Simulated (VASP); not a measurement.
**Nd: single point with PBE**

Cluster: Nd, in a box.

```
CELL_PARAMETERS angstrom
8.11000 0.00000 0.00000
0.00000 8.11000 0.00000
0.00000 0.00000 8.11000
ATOMIC_POSITIONS crystal
Nd 0.51000 0.52000 0.49000
```

| Property | Result |
| --- | --- |
| Program | VASP 6.6.1 |
| Task | single point |
| Functional | PBE |
| Potentials or basis | VASP PAW PBE potentials, release 64 (Nd) |
| Cutoff | 520 eV |
| k mesh | 1 × 1 × 1 |
| Occupations | fermi-dirac, width 0.1 eV |
| Spin | no spin polarisation |

```
Gap between the frontier levels : zero (filled and empty bands touch)
```

Levels at points of the mesh, in eV from the Fermi level:
| k point | band 3 | band 4 | band 5 | band 6 | band 7 | band 8 |
| --- | --- | --- | --- | --- | --- | --- |
| (0.00, 0.00, 0.00) | -20.10 | -20.10 | -1.20 | 0.09 | 0.09 | 0.09 |

Run time: 2 min on 1 thread of Intel(R) Xeon(R) Platinum 8375C CPU @ 2.90GHz (Ice Lake), on a shared host, peak memory 0.47 GiB.

Caveat: spin-orbit coupling is left out, which moves the levels of the heavy elements. Spin polarisation is off, so any magnetic state and its effect on volume and gap are missing.
